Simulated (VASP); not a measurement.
# FeS2 (Pnnm) in VASP: notebook, part 2 of 2

VASP 6.6.1.

## 3. Single point, PBE (13.16 Å³/atom)

This run uses another cell than the first one, of 13.16 Å³/atom.

INCAR reads:

```
SYSTEM = FeS2
PREC = Accurate ; ENCUT = 600
EDIFF = 1E-6 ; ISMEAR = 0
SIGMA = 0.01 ; LREAL = .FALSE.
LASPH = .TRUE. ; NELM = 120
ALGO = Normal ; ISIF = 2
LWAVE = .FALSE. ; LCHARG = .FALSE.
GGA = PE ; NBANDS = 29
GGA_COMPAT = .FALSE.
```

KPOINTS reads:

```
regular mesh
0
G
  6 4 6
  0 0 0
```

POSCAR reads:

```
FeS2
1.0
    4.3941216811      0.0000000000      0.0000000000
    0.0000000000      5.3549083549      0.0000000000
    0.0000000000      0.0000000000      3.3552764969
Fe S
2 4
Direct
    0.5000000000      0.5000000000      0.5000000000
    0.0000000000      0.0000000000      0.0000000000
    0.2937551967      0.8751795101      0.5000000000
    0.7062448033      0.1248204899      0.5000000000
    0.2062448033      0.3751795101      0.0000000000
    0.7937551967      0.6248204899      0.0000000000
```

Potentials or basis: VASP PAW PBE potentials, release 64 (Fe, S).

The run is started by

```bash
> cat potpaw_PBE.64/Fe/POTCAR potpaw_PBE.64/S/POTCAR > POTCAR
> mpirun -np 1 vasp_std > vasp.out
```

OUTCAR:

```text
SYSTEM = FeS2
   PREC = Accurate
   ENCUT = 600
   EDIFF = 1E-6
   ISMEAR = 0
   LREAL = .FALSE.
   LASPH = .TRUE.
   NELM = 120
   ISIF = 2
   GGA = PE

 ion  position               nearest neighbor table
   1  0.500  0.500  0.500-   3 2.20   4 2.20   5 2.22   6 2.22   5 2.22   6 2.22
   2  0.000  0.000  0.000-   5 2.20   6 2.20   3 2.22   4 2.22   3 2.22   4 2.22
   3  0.294  0.875  0.500-   1 2.20   2 2.22   2 2.22   4 2.25
   4  0.706  0.125  0.500-   1 2.20   2 2.22   2 2.22   3 2.25
   5  0.206  0.375  0.000-   2 2.20   1 2.22   1 2.22   6 2.25
   6  0.794  0.625  0.000-   2 2.20   1 2.22   1 2.22   5 2.25

  LATTYP: Found a simple orthorhombic cell.
 ALAT       =     3.3552764969
 B/A-ratio  =     1.3096153730
 C/A-ratio  =     1.5959663413

  Lattice vectors:

 A1 = (   0.0000000000,   0.0000000000,   3.3552764969)
 A2 = (   4.3941216811,   0.0000000000,   0.0000000000)
 A3 = (   0.0000000000,   5.3549083549,   0.0000000000)

Analysis of symmetry for initial positions (statically):
=====================================================================
 Subroutine PRICEL returns:
 Original cell was already a primitive cell.

 Routine SETGRP: Setting up the symmetry group for a
 simple orthorhombic supercell.

 Subroutine GETGRP returns: Found  8 space group operations
 (whereof  4 operations were pure point group operations)
 out of a pool of  8 trial point group operations.

The static configuration has the point symmetry C_2h.
 The point group associated with its full space group is D_2h.

Analysis of symmetry for dynamics (positions and initial velocities):
=====================================================================
 Subroutine PRICEL returns:
 Original cell was already a primitive cell.

 Routine SETGRP: Setting up the symmetry group for a
 simple orthorhombic supercell.

 Subroutine GETGRP returns: Found  8 space group operations
 (whereof  4 operations were pure point group operations)
 out of a pool of  8 trial point group operations.

The dynamic configuration has the point symmetry C_2h.
 The point group associated with its full space group is D_2h.

 Subroutine INISYM returns: Found  8 space group operations
 (whereof  4 operations are pure point group operations),
 and found     1 'primitive' translations

----------------------------------------------------------------------------------------

                                     Primitive cell

  volume of cell :      78.9501

  direct lattice vectors                    reciprocal lattice vectors
     4.394121681  0.000000000  0.000000000     0.227576766  0.000000000  0.000000000
     0.000000000  5.354908355  0.000000000     0.000000000  0.186744559  0.000000000
     0.000000000  0.000000000  3.355276497     0.000000000  0.000000000  0.298038031

  length of vectors
     4.394121681  5.354908355  3.355276497     0.227576766  0.186744559  0.298038031

  position of ions in fractional coordinates (direct lattice)
     0.500000000  0.500000000  0.500000000
     0.000000000  0.000000000  0.000000000
     0.293755197  0.875179510  0.500000000
     0.706244803  0.124820490  0.500000000
     0.206244803  0.375179510  0.000000000
     0.793755197  0.624820490  0.000000000

  ion indices of the primitive-cell ions
   primitive index   ion index
                 1           1
                 2           2
                 3           3
[... 36 lines left out ...]
  0.000000  0.250000  0.000000      2.000000
  0.166667  0.250000  0.000000      4.000000
[... 16 lines left out ...]
  0.333333  0.500000  0.166667      4.000000
  0.500000  0.500000  0.166667      2.000000
 [... further k-points ...]
   k-points           NKPTS =     48   k-points in BZ     NKDIM =     48   number of bands    NBANDS=     29
   number of dos      NEDOS =    301   number of ions     NIONS =      6
   total plane-waves  NPLWV =  48384
   dimension x,y,z NGX =    36 NGY =   48 NGZ =   28
   dimension x,y,z NGXF=    72 NGYF=   96 NGZF=   56
   ions per type =               2   4
   NGX,Y,Z   is equivalent  to a cutoff of  13.62, 14.90, 13.87 a.u.
   NGXF,Y,Z  is equivalent  to a cutoff of  27.24, 29.80, 27.75 a.u.
 SYSTEM =  FeS2
   PREC   = accura    normal or accurate (medium, high low for compatibility)
   ISTART =      0    job   : 0-new  1-cont  2-samecut
   ICHARG =      2    charge: 1-file 2-atom 10-const
   ISPIN  =      1    spin polarized calculation?
   LNONCOLLINEAR =      F non collinear calculations
   LSORBIT =      F    spin-orbit coupling
   LASPH  =      T    aspherical Exc in radial PAW
   ENCUT  =  600.0 eV  44.10 Ry    6.64 a.u.   8.78 10.70  6.70*2*pi/ulx,y,z
   NELM   =    120;   NELMIN=  2; NELMDL= -5     # of ELM steps
   EDIFF  = 0.1E-05   stopping-criterion for ELM
   LREAL  =      F    real-space projection
   EDIFFG = 0.1E-04   stopping-criterion for IOM
   NSW    =      0    number of steps for IOM
   IBRION =     -1    ionic relax: 0-MD 1-quasi-New 2-CG
   NFREE  =      0    steps in history (QN), initial steepest desc. (CG)
   ISIF   =      2    stress and relaxation
   ISYM   =      2    0-nonsym 1-usesym 2-fastsym
   POTIM  = 0.5000    time-step for ionic-motion
   TEBEG  =    0.0;   TEEND  =   0.0 temperature during run
   PSTRESS=    0.0 pullay stress
   NELECT =      40.0000    total number of electrons
   NUPDOWN=      -1.0000    fix difference up-down
   EMIN   =  10.00;   EMAX   =-10.00  energy-range for DOS
   EFERMI =   0.00;   METHOD = LEGACY
   ISMEAR =     0;   SIGMA  =   0.01  broadening in eV -4-tet -1-fermi 0-gaus
   EFERMI_NEDOS =   21; number of points for ismear=-14 and -15
   IALGO  =     38    algorithm
   IMIX   =      4    mixing-type and parameters
     AMIX     =   0.40;   BMIX     =  1.00
     AMIX_MAG =   1.60;   BMIX_MAG =  1.00
  volume/ion in A,a.u.               =      13.16        88.80
  Fermi-wavevector in a.u.,A,eV,Ry     =   1.305101  2.466283 23.174637  1.703288
  Thomas-Fermi vector in A             =   2.435992
   LORBIT       =      0    0 simple, 1 ext, 2 COOP (PROOUT), +10 PAW based schemes
   GGA     = PE    functional components
   LHFCALC =     F    Hartree Fock is set to
   AEXX    =    0.0000 exact exchange contribution
   IVDW    =     0    specifies the selected vdW correction
   LEPSILON=     F    determine dielectric tensor
   LRPA    =     F    only Hartree local field effects (RPA)
 non-spin polarized calculation
 Gauss-broadening in eV      SIGMA  =   0.01
  energy-cutoff  :      600.00
  volume of cell :       78.95
 maximum number of plane-waves:      2674
 NGX is ok and might be reduce to    36
   NGX = 17   NGY = 21   NGZ = 13

 number of electron      39.9999990 magnetization

 Free energy of the ion-electron system (eV)
  ---------------------------------------------------
  ext. energy  EPLUGINS =         0.00000000
  ---------------------------------------------------
  free energy    TOTEN  =       -36.06568622 eV

  energy without entropy =      -36.06568622  energy(sigma->0) =      -36.06568622

 E-fermi :   8.1846     XC(G=0): -11.8733

 val. band max:        8.0988070418   @ k =   0.3333   0.0000   0.1667
 cond. band min:       9.0710452062   @ k =   0.0000   0.5000   0.5000
 fundamental gap:      0.9722381645
 Fermi energy:         8.1846442752

 k-point     1 :       0.0000    0.0000    0.0000
  band No.  band energies     occupation
      1      -8.8051      2.00000
      2      -6.2974      2.00000
      3      -4.4815      2.00000
      4      -3.6934      2.00000
      5       0.3150      2.00000
      6       1.8876      2.00000
[... 757 lines left out ...]
     28      15.2122      0.00000
     29      15.9191      0.00000

 [... further k-points ...]

------------------------ aborting loop because EDIFF is reached ----------------------------------------

  FORCE on cell =-STRESS in cart. coord.  units (eV):
  Direction    XX          YY          ZZ          XY          YZ          ZX
  --------------------------------------------------------------------------------------
  -------------------------------------------------------------------------------------
  Total        2.3044170      2.6061278      2.6472546     -0.0000000      0.0000000      0.0000000
  in kB       46.7648147     52.8875989     53.7222081     -0.0000000      0.0000000      0.0000000
  external PRESSURE =      51.1248739 kB  Pullay stress =       0.0000000 kB

 VOLUME and BASIS-vectors are now :
 -----------------------------------------------------------------------------
  energy-cutoff  :      600.00
  volume of cell :       78.95
      direct lattice vectors                 reciprocal lattice vectors
     4.394121681  0.000000000  0.000000000     0.227576766  0.000000000  0.000000000
     0.000000000  5.354908355  0.000000000     0.000000000  0.186744559  0.000000000
     0.000000000  0.000000000  3.355276497     0.000000000  0.000000000  0.298038031

 POSITION                                       TOTAL-FORCE (eV/Angst)
 -----------------------------------------------------------------------------------
      2.19706      2.67745      1.67764         0.000000      0.000000      0.000000
      0.00000      0.00000      0.00000         0.000000      0.000000      0.000000
      1.29080      4.68651      1.67764         0.109524      0.031950      0.000000
      3.10333      0.66840      1.67764        -0.109524     -0.031950      0.000000
      0.90626      2.00905      0.00000        -0.109524      0.031950      0.000000
      3.48786      3.34586      0.00000         0.109524     -0.031950      0.000000
 -----------------------------------------------------------------------------------
    total drift:                                0.000000      0.000000      0.000000

  FREE ENERGIE OF THE ION-ELECTRON SYSTEM (eV)
  ---------------------------------------------------
  free  energy   TOTEN  =       -36.0656862219 eV

  energy  without entropy=      -36.0656862219  energy(sigma->0) =      -36.06568622
```

It took 3.6 min on 1 thread of Oxide Virtual Turin-like, shared host; peak memory 0.24 GiB.

Results:

```
Free energy            : -36.0657 eV
Pressure               : 5.1 GPa
Largest force          : 0.114 eV/Å
Band gap on the k mesh : 0.97 eV (least direct gap 1.30 eV)
```

Forces on the atoms (eV/Å):
```
Fe   0.000  0.000  0.000
Fe   0.000  0.000  0.000
S    0.110  0.032  0.000
S   -0.110 -0.032  0.000
S   -0.110  0.032  0.000
S    0.110 -0.032  0.000
```

Levels at points of the mesh, in eV from the valence-band top:
```csv
k point,band 18,band 19,band 20,band 21,band 22,band 23
"(0.00, 0.00, 0.00)",-0.79,-0.77,-0.44,1.17,1.52,2.83
"(0.50, 0.00, 0.00)",-0.67,-0.09,-0.09,1.95,1.95,1.97
"(0.00, 0.50, 0.00)",-0.83,-0.32,-0.32,1.17,1.17,2.59
"(0.50, 0.50, 0.00)",-1.15,-0.94,-0.94,1.51,1.51,2.14
"(0.00, 0.00, 0.50)",-0.90,-0.43,-0.43,1.62,1.62,1.82
"(0.50, 0.00, 0.50)",-0.77,-0.35,-0.35,1.61,1.61,1.97
"(0.00, 0.50, 0.50)",-1.48,-0.39,-0.39,0.97,0.97,2.37
"(0.50, 0.50, 0.50)",-0.60,-0.38,-0.38,1.66,1.66,2.22
```

Caveat: the cell stands under pressure. A k mesh can miss the band edges.

## 4. Single point, PBE

This run uses another cell than the first one, of 13.57 Å³/atom.

INCAR reads:

```
ALGO = Normal
EDIFF = 1E-6
ENCUT = 600
GGA = PE
GGA_COMPAT = F
ISIF = 2
ISMEAR = 0
LASPH = T
LCHARG = F
LREAL = F
LWAVE = F
NBANDS = 29
NELM = 120
PREC = Accurate
SIGMA = 0.01
```

KPOINTS reads:

```
k-points
0
Gamma
  6 4 6
```

POSCAR, as its differences from that of step 3:

```diff
@@ -2,5 +2,5 @@
 1.0
-    4.3941216811      0.0000000000      0.0000000000
-    0.0000000000      5.3549083549      0.0000000000
-    0.0000000000      0.0000000000      3.3552764969
+    4.4389627545      0.0000000000      0.0000000000
+    0.0000000000      5.4095540512      0.0000000000
+    0.0000000000      0.0000000000      3.3895163770
 Fe S
```

The run is started by

```bash
> cat potpaw_PBE.64/Fe/POTCAR potpaw_PBE.64/S/POTCAR > POTCAR
> mpirun -np 1 vasp_std > vasp.out
```

It took 3.4 min on 1 thread of Oxide Virtual Turin-like, shared host; peak memory 0.24 GiB.

The run converged. Its results:

| Quantity | Value |
| --- | --- |
| Free energy | -36.1051 eV |
| Pressure | 0.1 GPa |
| Largest force | 0.064 eV/Å |
| Band gap on the k mesh | 0.89 eV (least direct gap 1.20 eV) |

Forces on the atoms (eV/Å):
```
Fe   0.000  0.000  0.000
Fe   0.000  0.000  0.000
S    0.054  0.033  0.000
S   -0.054 -0.033  0.000
S   -0.054  0.033  0.000
S    0.054 -0.033  0.000
```

Stress tensor (GPa, compression positive):
```
-0.02  0.00  0.00
 0.00  0.14  0.00
 0.00  0.00  0.25
```

Levels at points of the mesh, in eV from the valence-band top:
| k point | band 18 | band 19 | band 20 | band 21 | band 22 | band 23 |
| --- | --- | --- | --- | --- | --- | --- |
| (0.00, 0.00, 0.00) | -0.74 | -0.72 | -0.41 | 1.14 | 1.42 | 2.69 |
| (0.50, 0.00, 0.00) | -0.63 | -0.09 | -0.09 | 1.86 | 1.86 | 1.91 |
| (0.00, 0.50, 0.00) | -0.78 | -0.30 | -0.30 | 1.12 | 1.12 | 2.48 |
| (0.50, 0.50, 0.00) | -1.08 | -0.88 | -0.88 | 1.41 | 1.41 | 2.07 |
| (0.00, 0.00, 0.50) | -0.84 | -0.39 | -0.39 | 1.52 | 1.52 | 1.74 |
| (0.50, 0.00, 0.50) | -0.72 | -0.32 | -0.32 | 1.52 | 1.52 | 1.86 |
| (0.00, 0.50, 0.50) | -1.38 | -0.36 | -0.36 | 0.89 | 0.89 | 2.31 |
| (0.50, 0.50, 0.50) | -0.55 | -0.34 | -0.34 | 1.59 | 1.59 | 2.11 |

## 5. Summary

| cell | gap on the mesh (eV) | pressure (GPa) | largest force (eV/Å) |
| --- | --- | --- | --- |
| a = 4.348, b = 5.299, c = 3.320 Å, 6 atoms | 1.07 | 11.1 | 0.18 |
| a = 4.394, b = 5.355, c = 3.355 Å, 6 atoms | 0.97 | 5.1 | 0.11 |
| a = 4.439, b = 5.410, c = 3.390 Å, 6 atoms | 0.89 | 0.1 | 0.06 |

Alike in all rows: task single point; level PBE; potentials or basis VASP PAW PBE potentials, release 64 (Fe, S); no spin polarisation; k mesh 6 × 4 × 6; cutoff (eV) 600; smearing gaussian 0.01 eV.

Caveats: the cell stands under pressure (at least some runs).

Total energies depend on the potentials used, so only differences within one code and one set of settings carry meaning.
